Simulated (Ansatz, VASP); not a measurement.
# AlO4 in VASP and in Ansatz

```
Al O
1.0
     4.08597    0.00000    0.00000
    -2.04298    3.53855    0.00000
     0.00000    0.00000    3.61713
Al O
1 4
Cartesian
  0.0000 0.0000 1.8086
  2.0430 0.0000 1.8086
  -1.0215 1.7693 1.8086
  1.0215 1.7693 1.8086
  0.0000 0.0000 0.0000
```

Alike in both runs: functional PBE; k mesh 12 × 12 × 10; occupations gaussian, width 0.1 eV; collinear spin.

Ansatz relaxed the structure, and its values are those at the end. VASP's run is a single point on that final structure, the one shown.

```csv
,VASP,Ansatz
version,VASP 6.6.1,Ansatz 0.2.0
potentials or method,"VASP PAW PBE potentials, release 64 (Al, O), cutoff 520 eV","scalar-relativistic, plane waves, PAW"
valence electrons in the cell,27,27
```

Ansatz gave:

```
gap on the k mesh at the Fermi level (eV)                     : none
pressure (GPa)                                                : 0.0
net moment per atom (μB)                                      : 0.36
size of the moment on the site where the two differ most (μB) : 0.32
```

Question: What did VASP give for the same quantities?

Answer: gap on the k mesh at the Fermi level (eV): none; pressure (GPa): -0.2; net moment per atom (μB): 0.36; size of the moment on the site where the two differ most (μB): 0.30.

Site moments also hang on the region over which each program counts them. A gap of «none» marks a metal or a gap that the smearing closes.
